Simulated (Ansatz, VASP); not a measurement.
## One calculation of Be2Se3, two programs

```
Be Se
1.0
    -1.79699    4.44009    3.00299
     1.79699   -4.44009    3.00299
     1.79699    4.44009   -3.00299
Be Se
2 3
Cartesian
  1.7970 2.9172 1.3988
  0.0000 1.5229 4.4018
  1.7970 1.4246 3.0971
  1.7970 -1.4246 3.0971
  0.0000 0.0000 0.0171
```

Change from the starting cell: built by hand: Ordered-vacancy zinc blende (Imm2 Ga2Te3 type) (Imm2, No. 44).

Alike in both runs: functional PBE; k mesh 10 × 10 × 10; occupations gaussian, width 0.1 eV; no spin polarisation.

Ansatz relaxed the structure, and its values are those at the end. VASP's run is a single point on that final structure, the one shown.

|  | VASP | Ansatz |
| --- | --- | --- |
| version | VASP 6.6.1 | Ansatz 0.2.0 |
| potentials or method | VASP PAW PBE potentials, release 64 (Be, Se), cutoff 520 eV | scalar-relativistic, plane waves, PAW |
| valence electrons in the cell | 22 | 52 |

|  | VASP | Ansatz | Ansatz less VASP |
| --- | --- | --- | --- |
| gap on the k mesh at the Fermi level (eV) | none | none | - |
| pressure (GPa) | 0.1 | 0.0 | -0.13 |
| rms of the force components (eV/Å) | 0.008 | 0.002 | -0.0064 |

A gap of «none» marks a metal or a gap that the smearing closes. VASP's potentials hold 22 valence electrons a cell and Ansatz's 52, so a difference there can come from the potentials and not from the codes.
